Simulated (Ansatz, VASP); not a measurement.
TiO2: VASP beside Ansatz

Contents of POSCAR:

```
TiO2
1.0
    4.4430413372      0.0232085421      0.0772523241
    0.0232085421      4.9074564985     -0.0866550097
    0.0496389832     -0.0556807400      3.0579553439
Ti O
2 4
Direct
    0.0005935507     -0.0007846767     -0.0175476012
    0.4985749961      0.4997812965      0.5014178778
    0.2921889041      0.3550738906      0.0301490270
    0.1880732130      0.7796029983      0.5022759371
    0.6842240491      0.6894715684     -0.0400531577
    0.8363452870      0.1768549229      0.5237579170
```

File INCAR.step1:

```
SYSTEM = TiO2
ALGO = Normal
EDIFF = 1E-4
ENCUT = 520
GGA = PE
ISMEAR = 0
LASPH = .True.
LCHARG = .False.
LREAL = .False.
LWAVE = .True.
NBANDS = 33
NELM = 80
PREC = Accurate
SIGMA = 0.05
```

The input INCAR.step2:

```
SYSTEM = TiO2
ALGO = Normal
EDIFF = 1E-6
ENCUT = 520
ISIF = 2
ISMEAR = 0
ISTART = 1
LASPH = .True.
LCHARG = .False.
LMIXTAU = .True.
LREAL = .False.
LWAVE = .False.
METAGGA = R2SCAN
NBANDS = 33
NELM = 80
PREC = Accurate
SIGMA = 0.05
```

File KPOINTS:

```
k-points
0
Gamma
  6 6 8
  0 0 0
```

Input for Ansatz:

```yaml
crystal:
  lattice:
    - [4.4430413372, 0.0232085421, 0.0772523241]
    - [0.0232085421, 4.9074564985, -0.0866550097]
    - [0.0496389832, -0.05568074, 3.0579553439]
  atoms:
    - { symbol: Ti, position: [0.0005935507, -0.0007846767, -0.0175476012] }
    - { symbol: Ti, position: [0.4985749961, 0.4997812965, 0.5014178778] }
    - { symbol: O, position: [0.2921889041, 0.3550738906, 0.030149027] }
    - { symbol: O, position: [0.188073213, 0.7796029983, 0.5022759371] }
    - { symbol: O, position: [0.6842240491, 0.6894715684, -0.0400531577] }
    - { symbol: O, position: [0.836345287, 0.1768549229, 0.523757917] }
basis:
  ecutwfc: 500
kpoints:
  mp_grid: { grid: [6, 6, 8] }
hamiltonian:
  xc: r2scan
scf:
  occupations: { method: gaussian, width: 0.05 }
output:
  forces: true
  stress: true
  eigenvalues: true
```

Change from the starting cell: all atoms moved at random, sigma 0.1 Å a component, cell strained at random, sigma 0.03.

Alike in both runs: task single point; functional r2SCAN; k mesh 6 × 6 × 8; occupations gaussian, width 0.05 eV; no spin polarisation.

|  | VASP | Ansatz |
| --- | --- | --- |
| version | VASP 6.6.1 | Ansatz 0.2.0 |
| potentials or method | VASP PAW PBE potentials, release 64 (Ti_sv, O), cutoff 520 eV | scalar-relativistic, plane waves, PAW |
| valence electrons in the cell | 48 | 48 |

VASP gave:

```
gap on the k mesh at the Fermi level (eV)                     : 2.11
least direct gap on the mesh (eV)                             : 2.44
pressure (GPa)                                                : -6.3
traceless stress, the component that is largest in VASP (GPa) : 7.73
rms of the force components (eV/Å)                            : 1.091
```

What did Ansatz give for the same quantities?

gap on the k mesh at the Fermi level (eV): 2.10; least direct gap on the mesh (eV): 2.42; pressure (GPa): -7.4; traceless stress, the component that is largest in VASP (GPa): 8.09; rms of the force components (eV/Å): 1.063.

VASP's potentials were made for PBE, not for r2SCAN. Atom by atom the forces differ by 0.062 eV/Å (rms over components). The functional is the same, so the differences come from potentials, cutoffs and numerics.
